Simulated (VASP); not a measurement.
# HgTe (Fm-3m) in VASP: notebook

HgTe is run at these levels: PBEsol; tasks: electric field gradients.

All numbers are computed with VASP 6.6.1; they aren't measurements. Logs are shortened: lines on timing, memory, paths and dates and some standing lists are left out, and cuts for length are marked.

## (1) The cell of the first run

The structure is cubic, space group Fm-3m (No. 225). Conventional cell: a = 5.764 Å, b = 5.764 Å, c = 5.764 Å, α = 90.00°, β = 90.00°, γ = 90.00°. Within 3.8 Å of Hg (site symmetry m-3m) lie 6 Te at 2.88 Å. Within 3.8 Å of Te (site symmetry m-3m) lie 6 Hg at 2.88 Å.

## (2) Electric field gradients, PBEsol (volume scaled by 0.96)

Input file INCAR:

```
PREC = Accurate ; ENCUT = 520
EDIFF = 1E-8 ; ISMEAR = -1
SIGMA = 0.08 ; LREAL = False
LASPH = True ; NELM = 80
ALGO = Normal ; ISIF = 2
LWAVE = False ; LCHARG = False
GGA = PS ; LEFG = True
NBANDS = 16
```

Input file KPOINTS:

```
regular mesh
0
Gamma
  12 12 12
```

Input file POSCAR:

```
HgTe
1.0
    0.0000000000      2.8820154301      2.8820154301
    2.8820154301      0.0000000000      2.8820154301
    2.8820154301      2.8820154301      0.0000000000
Hg Te
1 1
Direct
    0.0000000000      0.0000000000      0.0000000000
    0.5000000000      0.5000000000      0.5000000000
```

Potentials or basis: VASP PAW PBE potentials, release 64 (Hg, Te).

Run with:

```console
cat potpaw_PBE.64/Hg/POTCAR potpaw_PBE.64/Te/POTCAR > POTCAR
mpirun -np 1 vasp_std > vasp.out
```

OUTCAR:

```text
PREC = Accurate
   ENCUT = 520
   EDIFF = 1E-8
   ISMEAR = -1
   LREAL = False
   LASPH = True
   NELM = 80
   ISIF = 2
   GGA = PS

 ion  position               nearest neighbor table
   1  0.000  0.000  0.000-   2 2.88   2 2.88   2 2.88   2 2.88   2 2.88   2 2.88
   2  0.500  0.500  0.500-   1 2.88   1 2.88   1 2.88   1 2.88   1 2.88   1 2.88

  LATTYP: Found a face centered cubic cell.
 ALAT       =     5.7640308602

  Lattice vectors:

 A1 = (   0.0000000000,   2.8820154301,   2.8820154301)
 A2 = (   2.8820154301,   0.0000000000,   2.8820154301)
 A3 = (   2.8820154301,   2.8820154301,   0.0000000000)

Analysis of symmetry for initial positions (statically):
=====================================================================
 Subroutine PRICEL returns:
 Original cell was already a primitive cell.

 Routine SETGRP: Setting up the symmetry group for a
 face centered cubic supercell.

 Subroutine GETGRP returns: Found 48 space group operations
 (whereof 48 operations were pure point group operations)
 out of a pool of 48 trial point group operations.

The static configuration has the point symmetry O_h .

Analysis of symmetry for dynamics (positions and initial velocities):
=====================================================================
 Subroutine PRICEL returns:
 Original cell was already a primitive cell.

 Routine SETGRP: Setting up the symmetry group for a
 face centered cubic supercell.

 Subroutine GETGRP returns: Found 48 space group operations
 (whereof 48 operations were pure point group operations)
 out of a pool of 48 trial point group operations.

The dynamic configuration has the point symmetry O_h .

 Subroutine INISYM returns: Found 48 space group operations
 (whereof 48 operations are pure point group operations),
 and found     1 'primitive' translations

----------------------------------------------------------------------------------------

                                     Primitive cell

  volume of cell :      47.8761

  direct lattice vectors                    reciprocal lattice vectors
     0.000000000  2.882015430  2.882015430    -0.173489703  0.173489703  0.173489703
     2.882015430  0.000000000  2.882015430     0.173489703 -0.173489703  0.173489703
     2.882015430  2.882015430  0.000000000     0.173489703  0.173489703 -0.173489703

  length of vectors
     4.075785308  4.075785308  4.075785308     0.300492980  0.300492980  0.300492980

  position of ions in fractional coordinates (direct lattice)
     0.000000000  0.000000000  0.000000000
     0.500000000  0.500000000  0.500000000

  ion indices of the primitive-cell ions
   primitive index   ion index
                 1           1
                 2           2

----------------------------------------------------------------------------------------

 KPOINTS: regular mesh

Automatic generation of k-mesh.
 Grid dimensions read from file:
 generate k-points for:   12   12   12

 Generating k-lattice:

  Cartesian coordinates                     Fractional coordinates (reciprocal lattice)
    -0.014457475  0.014457475  0.014457475     0.083333333  0.000000000  0.000000000
     0.014457475 -0.014457475  0.014457475     0.000000000  0.083333333  0.000000000
     0.014457475  0.014457475 -0.014457475     0.000000000  0.000000000  0.083333333

  Length of vectors
     0.025041082  0.025041082  0.025041082

  Shift w.r.t. Gamma in fractional coordinates (k-lattice)
     0.000000000  0.000000000  0.000000000

 Subroutine IBZKPT returns following result:
 ===========================================

 Found     72 irreducible k-points:

 Following reciprocal coordinates:
            Coordinates               Weight
  0.000000  0.000000  0.000000      1.000000
  0.083333  0.000000  0.000000      8.000000
  0.166667  0.000000  0.000000      8.000000
  0.250000  0.000000  0.000000      8.000000
  0.333333  0.000000  0.000000      8.000000
  0.416667  0.000000  0.000000      8.000000
[... 16 lines left out ...]
  0.500000  0.166667  0.000000     24.000000
 -0.416667  0.166667  0.000000     24.000000
 [... further k-points ...]
   k-points           NKPTS =     72   k-points in BZ     NKDIM =     72   number of bands    NBANDS=     16
   number of dos      NEDOS =    301   number of ions     NIONS =      2
   total plane-waves  NPLWV =  27000
   dimension x,y,z NGX =    30 NGY =   30 NGZ =   30
   dimension x,y,z NGXF=    60 NGYF=   60 NGZF=   60
   ions per type =               1   1
   NGX,Y,Z   is equivalent  to a cutoff of  12.24, 12.24, 12.24 a.u.
   NGXF,Y,Z  is equivalent  to a cutoff of  24.47, 24.47, 24.47 a.u.
 SYSTEM =  unknown system
   PREC   = accura    normal or accurate (medium, high low for compatibility)
   ISTART =      0    job   : 0-new  1-cont  2-samecut
   ICHARG =      2    charge: 1-file 2-atom 10-const
   ISPIN  =      1    spin polarized calculation?
   LNONCOLLINEAR =      F non collinear calculations
   LSORBIT =      F    spin-orbit coupling
   LASPH  =      T    aspherical Exc in radial PAW
   ENCUT  =  520.0 eV  38.22 Ry    6.18 a.u.   7.58  7.58  7.58*2*pi/ulx,y,z
   NELM   =     80;   NELMIN=  2; NELMDL= -5     # of ELM steps
   EDIFF  = 0.1E-07   stopping-criterion for ELM
   LREAL  =      F    real-space projection
   EDIFFG = 0.1E-06   stopping-criterion for IOM
   NSW    =      0    number of steps for IOM
   IBRION =     -1    ionic relax: 0-MD 1-quasi-New 2-CG
   NFREE  =      0    steps in history (QN), initial steepest desc. (CG)
   ISIF   =      2    stress and relaxation
   ISYM   =      2    0-nonsym 1-usesym 2-fastsym
   POTIM  = 0.5000    time-step for ionic-motion
   TEBEG  =    0.0;   TEEND  =   0.0 temperature during run
   PSTRESS=    0.0 pullay stress
   NELECT =      18.0000    total number of electrons
   NUPDOWN=      -1.0000    fix difference up-down
   EMIN   =  10.00;   EMAX   =-10.00  energy-range for DOS
   EFERMI =   0.00;   METHOD = LEGACY
   ISMEAR =    -1;   SIGMA  =   0.08  broadening in eV -4-tet -1-fermi 0-gaus
   EFERMI_NEDOS =   21; number of points for ismear=-14 and -15
   IALGO  =     38    algorithm
   IMIX   =      4    mixing-type and parameters
     AMIX     =   0.40;   BMIX     =  1.00
     AMIX_MAG =   1.60;   BMIX_MAG =  1.00
  volume/ion in A,a.u.               =      23.94       161.54
  Fermi-wavevector in a.u.,A,eV,Ry     =   1.181570  2.232843 18.995190  1.396107
  Thomas-Fermi vector in A             =   2.317841
   LORBIT       =      0    0 simple, 1 ext, 2 COOP (PROOUT), +10 PAW based schemes
   GGA     = PS    functional components
   LHFCALC =     F    Hartree Fock is set to
   AEXX    =    0.0000 exact exchange contribution
   IVDW    =     0    specifies the selected vdW correction
   LEPSILON=     F    determine dielectric tensor
   LRPA    =     F    only Hartree local field effects (RPA)
 non-spin polarized calculation
  energy-cutoff  :      520.00
  volume of cell :       47.88
 maximum number of plane-waves:      1308
   NGX = 15   NGY = 15   NGZ = 15

 number of electron      18.0000000 magnetization

 Free energy of the ion-electron system (eV)
  ---------------------------------------------------
  ext. energy  EPLUGINS =         0.00000000
  ---------------------------------------------------
  free energy    TOTEN  =        -4.02704297 eV

  energy without entropy =       -4.00364325  energy(sigma->0) =       -4.01534311

 E-fermi :   6.2947     XC(G=0): -10.8671

 val. band max:        6.2610879418   @ k =   0.4167   0.0833   0.0000
 cond. band min:       6.3112188757   @ k =   0.3333   0.2500   0.0000
 fundamental gap:      0.0501309338
 Fermi energy:         6.2947156553

 k-point     1 :       0.0000    0.0000    0.0000
  band No.  band energies     occupation
      1      -7.1057      2.00000
      2      -1.1100      2.00000
      3      -1.1100      2.00000
      4      -1.0450      2.00000
      5      -1.0450      2.00000
      6      -1.0450      2.00000
[... 8 lines left out ...]
     15      14.4364      0.00000
     16      14.4364      0.00000

 k-point     2 :       0.0833    0.0000    0.0000
  band No.  band energies     occupation
      1      -7.0246      2.00000
      2      -1.1465      2.00000
      3      -1.1465      2.00000
      4      -1.0603      2.00000
      5      -1.0315      2.00000
      6      -1.0315      2.00000
[... 8 lines left out ...]
     15      14.4675      0.00000
     16      14.4675      0.00000
[... 387 lines left out ...]
      5      -0.7669      2.00000
      6      -0.7547      2.00000
[... 8 lines left out ...]
     15      17.7997      0.00000
     16      18.4098      0.00000

 k-point    24 :      -0.4167    0.1667    0.0000
  band No.  band energies     occupation
      1      -5.3435      2.00000
      2      -1.8165      2.00000
      3      -1.5696      2.00000
      4      -1.3458      2.00000
      5      -0.7749      2.00000
      6      -0.7310      2.00000
[... 8 lines left out ...]
     15      16.7352      0.00000
     16      17.5331      0.00000

 [... further k-points ...]
[... 5 lines left out ...]
  --------------------------------------------------------------------------------------
  -------------------------------------------------------------------------------------
  Total        3.1270131      3.1270131      3.1270131      0.0000000      0.0000000     -0.0000000
  in kB      104.6456994    104.6456994    104.6456994      0.0000000      0.0000000     -0.0000000
  external PRESSURE =     104.6456994 kB  Pullay stress =       0.0000000 kB

 VOLUME and BASIS-vectors are now :
 -----------------------------------------------------------------------------
  energy-cutoff  :      520.00
  volume of cell :       47.88
      direct lattice vectors                 reciprocal lattice vectors
     0.000000000  2.882015430  2.882015430    -0.173489703  0.173489703  0.173489703
     2.882015430  0.000000000  2.882015430     0.173489703 -0.173489703  0.173489703
     2.882015430  2.882015430  0.000000000     0.173489703  0.173489703 -0.173489703

 POSITION                                       TOTAL-FORCE (eV/Angst)
 -----------------------------------------------------------------------------------
      0.00000      0.00000      0.00000        -0.000000     -0.000000     -0.000000
      2.88202      2.88202      2.88202         0.000000      0.000000      0.000000
 -----------------------------------------------------------------------------------
    total drift:                               -0.000000      0.000000      0.000000

  FREE ENERGIE OF THE ION-ELECTRON SYSTEM (eV)
  ---------------------------------------------------
  free  energy   TOTEN  =        -4.0270429668 eV

  energy  without entropy=       -4.0036432542  energy(sigma->0) =       -4.01534311

 Electric field gradients (V/A^2)
---------------------------------------------------------------------
 ion       V_xx      V_yy      V_zz      V_xy      V_xz      V_yz
---------------------------------------------------------------------
   1       0.000    -0.000     0.000    -0.000    -0.000    -0.000
   2      -0.000     0.000     0.000     0.000     0.000     0.000
---------------------------------------------------------------------

 Electric field gradients after diagonalization (V/A^2)
 (convention: |V_zz| > |V_xx| > |V_yy|)
----------------------------------------------------------------------
 ion       V_xx      V_yy      V_zz     asymmetry (V_yy - V_xx)/ V_zz
----------------------------------------------------------------------
   1       0.000     0.000    -0.001       0.000
   2      -0.000    -0.000     0.000       0.000
----------------------------------------------------------------------

           NMR quadrupolar parameters

 Cq : quadrupolar parameter    Cq=e*Q*V_zz/h
 eta: asymmetry parameters     (V_yy - V_xx)/ V_zz
 Q  : nuclear electric quadrupole moment in mb (millibarn)
----------------------------------------------------------------------
 ion       Cq(MHz)       eta       Q (mb)
----------------------------------------------------------------------
   1      -0.000       0.000       1.000
   2       0.000       0.000       1.000
----------------------------------------------------------------------
```

Run time: 22 s. Hardware: 1 thread of Intel Xeon 6975P-C (Granite Rapids), shared host; peak memory 0.2 GiB.

What came out:

* Free energy: -4.0270 eV
* Pressure: 10.5 GPa
* Band gap on the k mesh: zero (band 9 reaches 6.81 eV, above the bottom of band 10 at 3.30 eV)

Caveat: without QUAD_EFG the Cq values of the log hold for a quadrupole moment of 1 mb, not for the nuclei; the PAW data sets were made with another functional, which shifts forces and pressure a little; spin-orbit coupling is left out, which moves the levels of the heavy elements.

## (3) Electric field gradients, PBEsol (volume scaled by 0.98)

Input file INCAR:

```
SYSTEM = HgTe
PREC = Accurate
ENCUT = 520
EDIFF = 1E-8
ISMEAR = -1
SIGMA = 0.08
LREAL = .False.
LASPH = .True.
NELM = 80
ALGO = Normal
ISIF = 2
LWAVE = .False.
LCHARG = .False.
GGA = PS
LEFG = .True.
NBANDS = 16
```

Input file KPOINTS:

```
regular mesh
0
Gamma
  12 12 12
  0 0 0
```

Input file POSCAR:

```
HgTe
1.0
    0.0000000000      2.9018920266      2.9018920266
    2.9018920266      0.0000000000      2.9018920266
    2.9018920266      2.9018920266      0.0000000000
Hg Te
1 1
Direct
    0.0000000000      0.0000000000      0.0000000000
    0.5000000000      0.5000000000      0.5000000000
```

Potentials or basis: VASP PAW PBE potentials, release 64 (Hg, Te).

Run with:

```console
cat potpaw_PBE.64/Hg/POTCAR potpaw_PBE.64/Te/POTCAR > POTCAR
mpirun -np 1 vasp_std > vasp.out
```

OUTCAR:

```text
SYSTEM = HgTe
   PREC = Accurate
   ENCUT = 520
   EDIFF = 1E-8
   ISMEAR = -1
   LREAL = .False.
   LASPH = .True.
   NELM = 80
   ISIF = 2
   GGA = PS

 ion  position               nearest neighbor table
   1  0.000  0.000  0.000-   2 2.90   2 2.90   2 2.90   2 2.90   2 2.90   2 2.90
   2  0.500  0.500  0.500-   1 2.90   1 2.90   1 2.90   1 2.90   1 2.90   1 2.90

  LATTYP: Found a face centered cubic cell.
 ALAT       =     5.8037840532

  Lattice vectors:

 A1 = (   0.0000000000,   2.9018920266,   2.9018920266)
 A2 = (   2.9018920266,   0.0000000000,   2.9018920266)
 A3 = (   2.9018920266,   2.9018920266,   0.0000000000)

Analysis of symmetry for initial positions (statically):
=====================================================================
 Subroutine PRICEL returns:
 Original cell was already a primitive cell.

 Routine SETGRP: Setting up the symmetry group for a
 face centered cubic supercell.

 Subroutine GETGRP returns: Found 48 space group operations
 (whereof 48 operations were pure point group operations)
 out of a pool of 48 trial point group operations.

The static configuration has the point symmetry O_h .

Analysis of symmetry for dynamics (positions and initial velocities):
=====================================================================
 Subroutine PRICEL returns:
 Original cell was already a primitive cell.

 Routine SETGRP: Setting up the symmetry group for a
 face centered cubic supercell.

 Subroutine GETGRP returns: Found 48 space group operations
 (whereof 48 operations were pure point group operations)
 out of a pool of 48 trial point group operations.

The dynamic configuration has the point symmetry O_h .

[... 150 lines left out ...]
 Fermi energy:         6.0213228923

 k-point     1 :       0.0000    0.0000    0.0000
  band No.  band energies     occupation
      1      -7.1941      2.00000
      2      -1.2800      2.00000
      3      -1.2800      2.00000
      4      -1.2147      2.00000
      5      -1.2147      2.00000
      6      -1.2147      2.00000
[... 433 lines left out ...]
      3      -1.7169      2.00000
      4      -1.4981      2.00000
      5      -0.9584      2.00000
      6      -0.9181      2.00000
[... 8 lines left out ...]
     15      16.4317      0.00000
     16      17.1865      0.00000

 [... further k-points ...]
[... 5 lines left out ...]
  --------------------------------------------------------------------------------------
  -------------------------------------------------------------------------------------
  Total        2.5318267      2.5318267      2.5318267      0.0000000      0.0000000     -0.0000000
  in kB       82.9986096     82.9986096     82.9986096      0.0000000      0.0000000     -0.0000000
  external PRESSURE =      82.9986096 kB  Pullay stress =       0.0000000 kB

 VOLUME and BASIS-vectors are now :
 -----------------------------------------------------------------------------
  energy-cutoff  :      520.00
  volume of cell :       48.87
      direct lattice vectors                 reciprocal lattice vectors
     0.000000000  2.901892027  2.901892027    -0.172301380  0.172301380  0.172301380
     2.901892027  0.000000000  2.901892027     0.172301380 -0.172301380  0.172301380
     2.901892027  2.901892027  0.000000000     0.172301380  0.172301380 -0.172301380

 POSITION                                       TOTAL-FORCE (eV/Angst)
 -----------------------------------------------------------------------------------
      0.00000      0.00000      0.00000         0.000000      0.000000     -0.000000
      2.90189      2.90189      2.90189        -0.000000     -0.000000      0.000000
 -----------------------------------------------------------------------------------
    total drift:                                0.000000     -0.000000     -0.000000

  FREE ENERGIE OF THE ION-ELECTRON SYSTEM (eV)
  ---------------------------------------------------
  free  energy   TOTEN  =        -4.0856450584 eV

  energy  without entropy=       -4.0619677545  energy(sigma->0) =       -4.07380641

 Electric field gradients (V/A^2)
---------------------------------------------------------------------
 ion       V_xx      V_yy      V_zz      V_xy      V_xz      V_yz
---------------------------------------------------------------------
   1       0.000     0.000     0.000     0.000     0.000     0.000
   2       0.000     0.000     0.000    -0.000    -0.000    -0.000
---------------------------------------------------------------------

 Electric field gradients after diagonalization (V/A^2)
 (convention: |V_zz| > |V_xx| > |V_yy|)
----------------------------------------------------------------------
 ion       V_xx      V_yy      V_zz     asymmetry (V_yy - V_xx)/ V_zz
----------------------------------------------------------------------
   1      -0.000    -0.000     0.000       0.000
   2       0.000     0.000    -0.000       0.000
----------------------------------------------------------------------

           NMR quadrupolar parameters

 Cq : quadrupolar parameter    Cq=e*Q*V_zz/h
 eta: asymmetry parameters     (V_yy - V_xx)/ V_zz
 Q  : nuclear electric quadrupole moment in mb (millibarn)
----------------------------------------------------------------------
 ion       Cq(MHz)       eta       Q (mb)
----------------------------------------------------------------------
   1       0.000       0.000       1.000
   2      -0.000       0.000       1.000
----------------------------------------------------------------------
```

stdout:

```text
POSCAR found type information on POSCAR HgTe
 POSCAR found :  2 types and       2 ions
 scaLAPACK will be used
 -----------------------------------------------------------------------------
|                                                                             |
|                                                                             |
|     You enforced a specific xc type in the INCAR file but a different       |
|     I HOPE YOU KNOW WHAT YOU ARE DOING!                                     |
|                                                                             |
 -----------------------------------------------------------------------------

 LDA part: xc-table for (Slater+PW92), standard interpolation
 POSCAR, INCAR and KPOINTS ok, starting setup
 FFT: planning ... GRIDC
 FFT: planning ... GRID_SOFT
 FFT: planning ... GRID
 WAVECAR not read
 entering main loop
ion   1

ion   2
```

Run time: 17 s. Hardware: 1 thread of Intel Xeon 6975P-C (Granite Rapids), shared host; peak memory 0.21 GiB.

What came out:

```yaml
Free_energy: -4.0856 eV
Pressure: 8.3 GPa
Band_gap_on_the_k_mesh: zero (band 9 reaches 6.51 eV, above the bottom of band 10 at 3.12 eV)
```

Caveat: without QUAD_EFG the Cq values of the log hold for a quadrupole moment of 1 mb, not for the nuclei; the PAW data sets were made with another functional, which shifts forces and pressure a little; spin-orbit coupling is left out, which moves the levels of the heavy elements.
